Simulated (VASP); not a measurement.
# SiNi3 (Pmm2) in VASP: single point with PBEsol

Aim: the single point of SiNi3 with PBEsol.

Program: VASP 6.6.1. These are calculated values, not measurements. Logs are shortened: lines on timing, memory, paths and dates and some standing lists are left out, and cuts for length are marked.

### Step 1. The cell of the first run

The structure is orthorhombic, space group Pmm2 (No. 25). The conventional cell has a = 3.461 Å, b = 3.461 Å, c = 3.461 Å, α = 90.00°, β = 90.00°, γ = 90.00°. Si (site symmetry mm2) has 10 Ni at 2.07 to 2.45 Å within 2.7 Å. Ni (site symmetry mm2) has 2 Si at 2.07 Å and 6 Ni at 2.07 to 2.52 Å within 2.7 Å. Within 2.7 Å of Ni (site symmetry mm2) lie 6 Ni at 2.07 to 2.45 Å and 4 Si at 2.45 Å. Within 3.2 Å of Ni (site symmetry mm2) lie 4 Si at 2.45 Å and 8 Ni at 2.45 to 2.52 Å.

### Step 2. Single point, PBEsol (atom 2 (Ni) moved by (-0.600, +0.000) A along y and z)

File INCAR:

```
SYSTEM = SiNi3
ALGO = Fast
EDIFF = 1E-6
ENCUT = 520
GGA = PS
ISIF = 2
ISMEAR = 0
LASPH = .True.
LCHARG = .False.
LREAL = .False.
LWAVE = .False.
NBANDS = 25
NELM = 80
PREC = Accurate
SIGMA = 0.15
```

File KPOINTS:

```
k-points
0
Gamma
  14 14 14
  0 0 0
```

File POSCAR:

```
SiNi3
1.0
    3.4612457600      0.0000000000      0.0000000000
    0.0000000000      3.4612457600      0.0000000000
    0.0000000000      0.0000000000      3.4612457600
Si Ni
1 3
Direct
    0.0000000000      0.0000000000      0.0000000000
    0.0000000000      0.3266520087      0.5000000000
    0.5000000000      0.0000000000      0.5000000000
    0.5000000000      0.5000000000      0.0000000000
```

Potentials or basis: VASP PAW PBE potentials, release 64 (Si, Ni).

Launch:

```sh
> cat potpaw_PBE.64/Si/POTCAR potpaw_PBE.64/Ni/POTCAR > POTCAR
> mpirun -np 1 vasp_std > vasp.out
```

OUTCAR:

```text
SYSTEM = SiNi3
   EDIFF = 1E-6
   ENCUT = 520
   GGA = PS
   ISIF = 2
   ISMEAR = 0
   LASPH = .True.
   LREAL = .False.
   NELM = 80
   PREC = Accurate

 ion  position               nearest neighbor table
   1  0.000  0.000  0.000-   2 2.07   2 2.07   4 2.45   3 2.45   3 2.45   4 2.45   3 2.45   4 2.45
                             3 2.45   4 2.45   2 2.90   2 2.90
   2  0.000  0.327  0.500-   1 2.07   3 2.07   1 2.07   3 2.07   4 2.52   4 2.52   4 2.52   4 2.52
                             3 2.90   1 2.90   1 2.90   3 2.90
   3  0.500  0.000  0.500-   2 2.07   2 2.07   4 2.45   1 2.45   4 2.45   4 2.45   4 2.45   1 2.45
                             1 2.45   1 2.45   2 2.90   2 2.90
   4  0.500  0.500  0.000-   1 2.45   3 2.45   3 2.45   1 2.45   3 2.45   3 2.45   1 2.45   1 2.45
                             2 2.52   2 2.52   2 2.52   2 2.52

  LATTYP: Found a simple cubic cell.
 ALAT       =     3.4612457600

  Lattice vectors:

 A1 = (   3.4612457600,   0.0000000000,   0.0000000000)
 A2 = (   0.0000000000,   3.4612457600,   0.0000000000)
 A3 = (   0.0000000000,   0.0000000000,   3.4612457600)

Analysis of symmetry for initial positions (statically):
=====================================================================
 Subroutine PRICEL returns:
 Original cell was already a primitive cell.

 Routine SETGRP: Setting up the symmetry group for a
 simple cubic supercell.

 Subroutine GETGRP returns: Found  4 space group operations
 (whereof  4 operations were pure point group operations)
 out of a pool of 48 trial point group operations.

The static configuration has the point symmetry C_2v.

Analysis of symmetry for dynamics (positions and initial velocities):
=====================================================================
 Subroutine PRICEL returns:
 Original cell was already a primitive cell.

 Routine SETGRP: Setting up the symmetry group for a
 simple cubic supercell.

 Subroutine GETGRP returns: Found  4 space group operations
 (whereof  4 operations were pure point group operations)
 out of a pool of 48 trial point group operations.

The dynamic configuration has the point symmetry C_2v.

 Subroutine INISYM returns: Found  4 space group operations
 (whereof  4 operations are pure point group operations),
 and found     1 'primitive' translations

----------------------------------------------------------------------------------------

                                     Primitive cell

  volume of cell :      41.4665

  direct lattice vectors                    reciprocal lattice vectors
     3.461245760  0.000000000  0.000000000     0.288913319  0.000000000  0.000000000
     0.000000000  3.461245760  0.000000000     0.000000000  0.288913319  0.000000000
     0.000000000  0.000000000  3.461245760     0.000000000  0.000000000  0.288913319

  length of vectors
     3.461245760  3.461245760  3.461245760     0.288913319  0.288913319  0.288913319

  position of ions in fractional coordinates (direct lattice)
     0.000000000  0.000000000  0.000000000
     0.000000000  0.326652009  0.500000000
     0.500000000  0.000000000  0.500000000
     0.500000000  0.500000000  0.000000000

  ion indices of the primitive-cell ions
   primitive index   ion index
                 1           1
                 2           2
                 3           3
                 4           4

----------------------------------------------------------------------------------------

 KPOINTS: k-points

Automatic generation of k-mesh.
 Grid dimensions read from file:
 generate k-points for:   14   14   14

 Generating k-lattice:

  Cartesian coordinates                     Fractional coordinates (reciprocal lattice)
     0.020636666  0.000000000  0.000000000     0.071428571  0.000000000  0.000000000
     0.000000000  0.020636666  0.000000000     0.000000000  0.071428571  0.000000000
     0.000000000  0.000000000  0.020636666     0.000000000  0.000000000  0.071428571

  Length of vectors
     0.020636666  0.020636666  0.020636666

  Shift w.r.t. Gamma in fractional coordinates (k-lattice)
     0.000000000  0.000000000  0.000000000

 Subroutine IBZKPT returns following result:
 ===========================================

 Found    512 irreducible k-points:

 Following reciprocal coordinates:
            Coordinates               Weight
  0.000000  0.000000  0.000000      1.000000
  0.071429  0.000000  0.000000      2.000000
  0.000000  0.071429  0.000000      2.000000
  0.000000  0.000000  0.071429      2.000000
  0.142857  0.000000  0.000000      2.000000
  0.000000  0.142857  0.000000      2.000000
[... 16 lines left out ...]
  0.071429  0.071429  0.000000      4.000000
  0.000000  0.071429  0.071429      4.000000
 [... further k-points ...]
   k-points           NKPTS =    512   k-points in BZ     NKDIM =    512   number of bands    NBANDS=     25
   number of dos      NEDOS =    301   number of ions     NIONS =      4
   total plane-waves  NPLWV =  21952
   dimension x,y,z NGX =    28 NGY =   28 NGZ =   28
   dimension x,y,z NGXF=    56 NGYF=   56 NGZF=   56
   ions per type =               1   3
   NGX,Y,Z   is equivalent  to a cutoff of  13.45, 13.45, 13.45 a.u.
   NGXF,Y,Z  is equivalent  to a cutoff of  26.90, 26.90, 26.90 a.u.
 SYSTEM =  SiNi3
   PREC   = accura    normal or accurate (medium, high low for compatibility)
   ISTART =      0    job   : 0-new  1-cont  2-samecut
   ICHARG =      2    charge: 1-file 2-atom 10-const
   ISPIN  =      1    spin polarized calculation?
   LNONCOLLINEAR =      F non collinear calculations
   LSORBIT =      F    spin-orbit coupling
   LASPH  =      T    aspherical Exc in radial PAW
   ENCUT  =  520.0 eV  38.22 Ry    6.18 a.u.   6.44  6.44  6.44*2*pi/ulx,y,z
   NELM   =     80;   NELMIN=  2; NELMDL= -5     # of ELM steps
   EDIFF  = 0.1E-05   stopping-criterion for ELM
   LREAL  =      F    real-space projection
   EDIFFG = 0.1E-04   stopping-criterion for IOM
   NSW    =      0    number of steps for IOM
   IBRION =     -1    ionic relax: 0-MD 1-quasi-New 2-CG
   NFREE  =      0    steps in history (QN), initial steepest desc. (CG)
   ISIF   =      2    stress and relaxation
   ISYM   =      2    0-nonsym 1-usesym 2-fastsym
   POTIM  = 0.5000    time-step for ionic-motion
   TEBEG  =    0.0;   TEEND  =   0.0 temperature during run
   PSTRESS=    0.0 pullay stress
   NELECT =      34.0000    total number of electrons
   NUPDOWN=      -1.0000    fix difference up-down
   EMIN   =  10.00;   EMAX   =-10.00  energy-range for DOS
   EFERMI =   0.00;   METHOD = LEGACY
   ISMEAR =     0;   SIGMA  =   0.15  broadening in eV -4-tet -1-fermi 0-gaus
   EFERMI_NEDOS =   21; number of points for ismear=-14 and -15
   IALGO  =     68    algorithm
   IMIX   =      4    mixing-type and parameters
     AMIX     =   0.40;   BMIX     =  1.00
     AMIX_MAG =   1.60;   BMIX_MAG =  1.00
  volume/ion in A,a.u.               =      10.37        69.96
  Fermi-wavevector in a.u.,A,eV,Ry     =   1.532270  2.895571 31.944467  2.347852
  Thomas-Fermi vector in A             =   2.639499
   LORBIT       =      0    0 simple, 1 ext, 2 COOP (PROOUT), +10 PAW based schemes
   GGA     = PS    functional components
   LHFCALC =     F    Hartree Fock is set to
   AEXX    =    0.0000 exact exchange contribution
   IVDW    =     0    specifies the selected vdW correction
   LEPSILON=     F    determine dielectric tensor
   LRPA    =     F    only Hartree local field effects (RPA)
 non-spin polarized calculation
 RMM-DIIS sequential band-by-band and
 Gauss-broadening in eV      SIGMA  =   0.15
  energy-cutoff  :      520.00
  volume of cell :       41.47
 maximum number of plane-waves:      1141
 NGX is ok and might be reduce to    28
   NGX = 13   NGY = 13   NGZ = 13

 number of electron      33.9999975 magnetization

 Free energy of the ion-electron system (eV)
  ---------------------------------------------------
  ext. energy  EPLUGINS =         0.00000000
  ---------------------------------------------------
  free energy    TOTEN  =       -24.37016919 eV

  energy without entropy =      -24.35212877  energy(sigma->0) =      -24.36114898

 E-fermi :  11.2147     XC(G=0): -13.3756

 val. band max:       11.2138399235   @ k =   0.1429   0.1429   0.0000
 cond. band min:      11.2151086389   @ k =   0.3571   0.3571   0.5000
 fundamental gap:      0.0012687154
 Fermi energy:        11.2146602368

 k-point     1 :       0.0000    0.0000    0.0000
  band No.  band energies     occupation
      1      -1.1850      2.00000
      2       5.8923      2.00000
      3       6.3451      2.00000
      4       6.8891      2.00000
      5       6.9673      2.00000
      6       7.2531      2.00000
[... 17 lines left out ...]
     24      22.5236      0.00000
     25      22.8811      0.00000

 k-point     2 :       0.0714    0.0000    0.0000
  band No.  band energies     occupation
      1      -1.1234      2.00000
      2       5.9018      2.00000
      3       6.3338      2.00000
      4       6.7674      2.00000
      5       6.9421      2.00000
      6       7.2419      2.00000
[... 17 lines left out ...]
     24      22.2062      0.00000
     25      22.4843      0.00000

 k-point     3 :       0.0000    0.0714    0.0000
  band No.  band energies     occupation
      1      -1.1261      2.00000
      2       5.9087      2.00000
      3       6.3089      2.00000
      4       6.8856      2.00000
      5       6.9839      2.00000
      6       7.2336      2.00000
[... 17 lines left out ...]
     24      22.2516      0.00000
     25      22.6490      0.00000

 k-point     4 :       0.0000    0.0000    0.0714
  band No.  band energies     occupation
      1      -1.1231      2.00000
      2       5.8818      2.00000
      3       6.3093      2.00000
      4       6.9073      2.00000
      5       6.9110      2.00000
      6       7.2924      2.00000
[... 17 lines left out ...]
     24      22.2351      0.00000
     25      22.5639      0.00000

 k-point     5 :       0.1429    0.0000    0.0000
  band No.  band energies     occupation
      1      -0.9402      2.00000
      2       5.8627      2.00000
      3       6.3270      2.00000
      4       6.4872      2.00000
      5       6.8730      2.00000
      6       7.2147      2.00000
[... 17 lines left out ...]
     24      21.3385      0.00000
     25      21.9273      0.00000

 k-point     6 :       0.0000    0.1429    0.0000
  band No.  band energies     occupation
      1      -0.9516      2.00000
      2       5.8724      2.00000
      3       6.2155      2.00000
      4       6.9209      2.00000
      5       7.0322      2.00000
      6       7.1772      2.00000
[... 17 lines left out ...]
     24      21.5095      0.00000
     25      22.1091      0.00000
[... 393 lines left out ...]
 k-point    21 :       0.0000    0.5000    0.0000
  band No.  band energies     occupation
      1       0.7206      2.00000
      2       3.3382      2.00000
      3       6.7957      2.00000
      4       6.8407      2.00000
      5       7.0262      2.00000
      6       7.3827      2.00000
[... 17 lines left out ...]
     24      19.2107      0.00000
     25      21.8507      0.00000

 k-point    22 :       0.0000    0.0000    0.5000
  band No.  band energies     occupation
      1       0.8935      2.00000
      2       3.1668      2.00000
      3       6.3384      2.00000
      4       6.7233      2.00000
      5       7.2090      2.00000
      6       7.6160      2.00000
[... 17 lines left out ...]
     24      19.1260      0.00000
     25      21.4338      0.00000

 k-point    23 :       0.0714    0.0714    0.0000
  band No.  band energies     occupation
      1      -1.0647      2.00000
      2       5.9177      2.00000
      3       6.2999      2.00000
      4       6.7717      2.00000
      5       6.9526      2.00000
      6       7.2301      2.00000
[... 17 lines left out ...]
     24      22.0719      0.00000
     25      22.6490      0.00000

 k-point    24 :       0.0000    0.0714    0.0714
  band No.  band energies     occupation
      1      -1.0644      2.00000
      2       5.8986      2.00000
      3       6.2875      2.00000
      4       6.8808      2.00000
      5       6.9202      2.00000
      6       7.2779      2.00000
[... 17 lines left out ...]
     24      21.9677      0.00000
     25      22.7531      0.00000

 [... further k-points ...]

------------------------ aborting loop because EDIFF is reached ----------------------------------------

  FORCE on cell =-STRESS in cart. coord.  units (eV):
  Direction    XX          YY          ZZ          XY          YZ          ZX
  --------------------------------------------------------------------------------------
  -------------------------------------------------------------------------------------
  Total        8.7663831      4.9507491      6.2622463      0.0000000      0.0000000      0.0000000
  in kB      338.7144462    191.2864410    241.9599110      0.0000000      0.0000000      0.0000000
  external PRESSURE =     257.3202661 kB  Pullay stress =       0.0000000 kB

 VOLUME and BASIS-vectors are now :
 -----------------------------------------------------------------------------
  energy-cutoff  :      520.00
  volume of cell :       41.47
      direct lattice vectors                 reciprocal lattice vectors
     3.461245760  0.000000000  0.000000000     0.288913319  0.000000000  0.000000000
     0.000000000  3.461245760  0.000000000     0.000000000  0.288913319  0.000000000
     0.000000000  0.000000000  3.461245760     0.000000000  0.000000000  0.288913319

 POSITION                                       TOTAL-FORCE (eV/Angst)
 -----------------------------------------------------------------------------------
      0.00000      0.00000      0.00000         0.000000     -3.032036      0.000000
      0.00000      1.13062      1.73062         0.000000      6.930942      0.000000
      1.73062      0.00000      1.73062         0.000000     -4.276060      0.000000
      1.73062      1.73062      0.00000         0.000000      0.377154      0.000000
 -----------------------------------------------------------------------------------
    total drift:                                0.000000     -0.000806      0.000007

  FREE ENERGIE OF THE ION-ELECTRON SYSTEM (eV)
  ---------------------------------------------------
  free  energy   TOTEN  =       -24.3701691893 eV

  energy  without entropy=      -24.3521287724  energy(sigma->0) =      -24.36114898
```

It took 6.4 min on 1 thread of AMD EPYC 9R45 (Zen 5), shared host; peak memory 0.48 GiB.

Results:

- Free energy: -24.3702 eV
- Pressure: 25.7 GPa
- Largest force: 6.931 eV/Å
- Band gap on the k mesh: zero (band 17 reaches 11.54 eV, above the bottom of band 18 at 10.83 eV)

Forces on the atoms (eV/Å):
```
Si   0.000 -3.032  0.000
Ni   0.000  6.931  0.000
Ni   0.000 -4.276  0.000
Ni   0.000  0.377  0.000
```

Caveat: the cell differs from its parent crystal (atom 2 (Ni) moved by (-0.600, +0.000) A along y and z); the PAW data sets were made with another functional, which shifts forces and pressure a little. Spin polarisation is off, so any magnetic state and its effect on volume and gap are missing.
